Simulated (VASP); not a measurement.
BAs:

```
As B
1.0
     0.00000    2.38850    2.38850
     2.38850    0.00000    2.38850
     2.38850    2.38850    0.00000
As B
1 1
Cartesian
  3.5827 3.5827 3.5827
  0.0000 0.0000 0.0000
```

Base run:

| Quantity | Value |
| --- | --- |
| Program | VASP 6.6.1 |
| Functional | PBE-based global hybrid with 15 % exact exchange |
| Potentials or basis | VASP PAW PBE potentials, release 64 (As, B) |
| Cutoff | 520 eV |
| k mesh | 6 × 6 × 6 |
| Occupations | fermi-dirac, width 0.05 eV |
| Spin | no spin polarisation |

Its results: band gap on the k mesh 2.09 eV (least direct gap 4.19 eV); pressure 0.9 GPa.

**Question.** The run is repeated on the same cell with these changes: functional from PBE-based global hybrid with 15 % exact exchange to B3LYP5; share of exact exchange from 0.15 to 0.2. What comes out?

**Answer.** Band gap on the k mesh 2.59 eV (least direct gap 4.61 eV); pressure 4.5 GPa.

Caveats: the PAW data sets were made with another functional, which shifts forces and pressure a little; the cell stands under pressure (at least some runs).

A k mesh can miss the band edges.
